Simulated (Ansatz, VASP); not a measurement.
**AlCu6 in VASP and in Ansatz**

```
Al Cu
1.0
     6.84491    0.00000    0.00000
    -3.42246    5.92787    0.00000
     0.00000    0.00000    4.23285
Al Cu
2 12
Direct
  0.66667 0.33333 0.75000
  0.33333 0.66667 0.25000
  0.37949 0.47467 0.75000
  0.95361 0.19031 0.75000
  0.52533 0.90482 0.75000
  0.23670 0.04639 0.75000
  0.09518 0.62051 0.75000
  0.80969 0.76330 0.75000
  0.90482 0.37949 0.25000
  0.76330 0.95361 0.25000
  0.47467 0.09518 0.25000
  0.19031 0.23670 0.25000
  0.04639 0.80969 0.25000
  0.62051 0.52533 0.25000
```

Alike in both runs: task single point; functional PBE; k mesh 6 × 6 × 8; occupations gaussian, width 0.1 eV; no spin polarisation.

|  | VASP | Ansatz |
| --- | --- | --- |
| version | VASP 6.6.1 | Ansatz 0.2.0 |
| potentials or method | VASP PAW PBE potentials, release 64 (Al, Cu), cutoff 520 eV | scalar-relativistic, plane waves, PAW |
| valence electrons in the cell | 138 | 234 |

VASP gave:

- gap on the k mesh at the Fermi level (eV): none
- pressure (GPa): 0.5

Question: Which values does Ansatz return?

Answer: gap on the k mesh at the Fermi level (eV): none; pressure (GPa): 0.0.

A gap of «none» marks a metal or a gap that the smearing closes. VASP's potentials hold 138 valence electrons a cell and Ansatz's 234, so a difference there can come from the potentials and not from the codes.
